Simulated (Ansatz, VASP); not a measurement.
## CdS in VASP and in Ansatz

```
CELL_PARAMETERS angstrom
3.93612 0.00000 0.00000
-1.96806 3.40878 0.00000
0.00000 0.00000 6.35326
ATOMIC_POSITIONS crystal
Cd 0.66667 0.33333 0.50060
Cd 0.33333 0.66667 0.00060
S 0.66667 0.33333 0.87971
S 0.33333 0.66667 0.37971
```

Alike in both runs: task single point; functional PBE; k mesh 6 × 6 × 4; occupations gaussian, width 0.1 eV; no spin polarisation.

|  | VASP | Ansatz |
| --- | --- | --- |
| version | VASP 6.6.1 | Ansatz 0.2.0 |
| potentials or method | VASP PAW PBE potentials, release 64 (Cd, S), cutoff 520 eV | scalar-relativistic, plane waves, PAW |
| valence electrons in the cell | 36 | 52 |

VASP gave:

| Property | Result |
| --- | --- |
| gap on the k mesh at the Fermi level (eV) | 1.58 |
| least direct gap on the mesh (eV) | 1.58 |
| pressure (GPa) | 17.5 |
| rms of the force components (eV/Å) | 0.015 |

What did Ansatz give for the same quantities?

gap on the k mesh at the Fermi level (eV): 1.57; least direct gap on the mesh (eV): 1.57; pressure (GPa): 16.8; rms of the force components (eV/Å): 0.014.

Atom by atom the forces differ by 0.001 eV/Å (rms over components). VASP's potentials hold 36 valence electrons a cell and Ansatz's 52, so a difference there can come from the potentials and not from the codes.
